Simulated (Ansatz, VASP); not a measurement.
## Two plane-wave programs on ScAl

```xyz
2
Lattice="3.3703 0.0000 0.0000 0.0000 3.3703 0.0000 0.0000 0.0000 3.3703" Properties=species:S:1:pos:R:3 pbc="T T T"
Sc    1.6852    1.6852    1.6852
Al    0.0000    0.0000    0.0000
```

Alike in both runs: task single point; functional PBEsol; k mesh 2 × 2 × 2; occupations gaussian, width 0.1 eV; no spin polarisation.

|  | VASP | Ansatz |
| --- | --- | --- |
| version | VASP 6.6.1 | Ansatz 0.2.0 |
| potentials or method | VASP PAW PBE potentials, release 64 (Sc_sv, Al), cutoff 520 eV | scalar-relativistic, plane waves, PAW |
| valence electrons in the cell | 14 | 14 |

```tsv
	VASP	Ansatz	Ansatz less VASP
gap on the k mesh at the Fermi level (eV)	none	none	-
pressure (GPa)	-1.6	-1.6	-0.04
```

VASP's potentials were made for PBE, not for PBEsol. A gap of «none» marks a metal or a gap that the smearing closes.

The k mesh is coarse, so the values compare programs but aren't converged.
